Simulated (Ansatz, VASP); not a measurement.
Ca: VASP beside Ansatz

Contents of INCAR:

```
  ALGO = Normal
  EDIFF = 1E-6
  ENCUT = 520
  ISIF = 2
  ISMEAR = 0
  LASPH = T
  LCHARG = T
  LELF = T
  LREAL = F
  LVHAR = T
  LWAVE = F
  NBANDS = 11
  NELM = 60
  PREC = Accurate
  SIGMA = 0.15
```

The input KPOINTS:

```
k-points
0
Gamma
  14 14 14
```

POSCAR

```
Ca
1.0
    0.0000000000      3.0177360000      3.0177360000
    3.0177360000      0.0000000000      3.0177360000
    3.0177360000      3.0177360000      0.0000000000
Ca
1
Direct
    0.0000000000      0.0000000000      0.0000000000
```

Input for Ansatz:

```yaml
crystal:
  lattice:
    - [0.0, 3.017736, 3.017736]
    - [3.017736, 0.0, 3.017736]
    - [3.017736, 3.017736, 0.0]
  atoms:
    - { symbol: Ca, position: [0.0, 0.0, 0.0] }
basis:
  ecutwfc: 420
kpoints:
  mp_grid: { grid: [14, 14, 14] }
hamiltonian:
  xc: lda
scf:
  occupations: { method: gaussian, width: 0.15 }
output:
  forces: true
  stress: true
  eigenvalues: true
```

Change from the starting cell: strain +0.080 along x and y, +0.080 along z, atoms carried along.

Alike in both runs: task single point; functional LDA; k mesh 14 × 14 × 14; occupations gaussian, width 0.15 eV; no spin polarisation.

```csv
,VASP,Ansatz
version,VASP 6.6.1,Ansatz 0.2.0
potentials or method,"VASP PAW LDA potentials, release 64 (Ca_sv), cutoff 520 eV","scalar-relativistic, plane waves, PAW"
valence electrons in the cell,10,10
```

```csv
,VASP,Ansatz,Ansatz less VASP
gap on the k mesh at the Fermi level (eV),none,none,-
pressure (GPa),-3.8,-3.8,+0.01
```

LDA's correlation is that of Perdew and Zunger in VASP and of Perdew and Wang (1992) in Ansatz. A gap of «none» marks a metal or a gap that the smearing closes.
